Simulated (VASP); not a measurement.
Set up this calculation in VASP 6.6.1, as the native input.

| Item | Value |
| --- | --- |
| Task | single point |
| Functional | r2SCAN |
| Potentials or basis | VASP PAW PBE potentials, release 64 (In_d, As) |
| Cutoff | 520 eV |
| k mesh | 12 × 12 × 12 |
| Occupations | gaussian, width 0.1 eV |
| Spin | no spin polarisation |
| Dipole correction | no |
| Further INCAR settings | ALGO = Normal; EDIFF = 1e-06; NBANDS = 16 |

The system is InAs.

```
In As
1.0
     2.00945    1.16016    3.28120
    -2.00945    1.16016    3.28120
     0.00000   -2.32031    3.28120
In As
1 1
Cartesian
  0.0000 0.0000 4.9218
  0.0000 0.0000 0.0000
```

One way to write it, as run:

POSCAR

```
InAs
1.0
    2.0094478521      1.1601552583      3.2812002778
   -2.0094478521      1.1601552583      3.2812002778
    0.0000000000     -2.3203105167      3.2812002778
In As
1 1
Direct
    0.5000000000      0.5000000000      0.5000000000
    0.0000000000      0.0000000000      0.0000000000
```

INCAR.step1

```
PREC = Accurate ; ENCUT = 520
ISMEAR = 0 ; SIGMA = 0.1
LREAL = F ; LASPH = T
NELM = 100 ; NBANDS = 16
GGA = PE ; ALGO = Normal
EDIFF = 1E-4 ; LWAVE = T
LCHARG = F
```

INCAR.step2

```
PREC = Accurate ; ENCUT = 520
EDIFF = 1E-6 ; ISMEAR = 0
SIGMA = 0.1 ; LREAL = F
LASPH = T ; NELM = 100
ALGO = Normal ; ISIF = 2
LWAVE = F ; LCHARG = F
METAGGA = R2SCAN ; LMIXTAU = T
NBANDS = 16 ; ISTART = 1
```

KPOINTS

```
regular mesh
0
Gamma
  12 12 12
```

Potentials or basis: VASP PAW PBE potentials, release 64 (In_d, As).

Command:

```sh
$ cat potpaw_PBE.64/In_d/POTCAR potpaw_PBE.64/As/POTCAR > POTCAR
$ cp INCAR.step1 INCAR
$ mpirun -np 1 vasp_std > vasp.out
$ cp INCAR.step2 INCAR
$ mpirun -np 1 vasp_std > vasp.out
```

It gave:

| Property | Result |
| --- | --- |
| Pressure | 0.0 GPa |
| Band gap on the k mesh | zero (bands 9 and 10 overlap by 2.81 eV) |

Caveat: the PAW data sets were made with another functional, which shifts forces and pressure a little; spin-orbit coupling is left out, which moves the levels of the heavy elements.

Run time: 4.1 min on 1 thread of Intel(R) Xeon(R) 6975P-C (Granite Rapids) (shared host), peak memory 0.28 GiB.
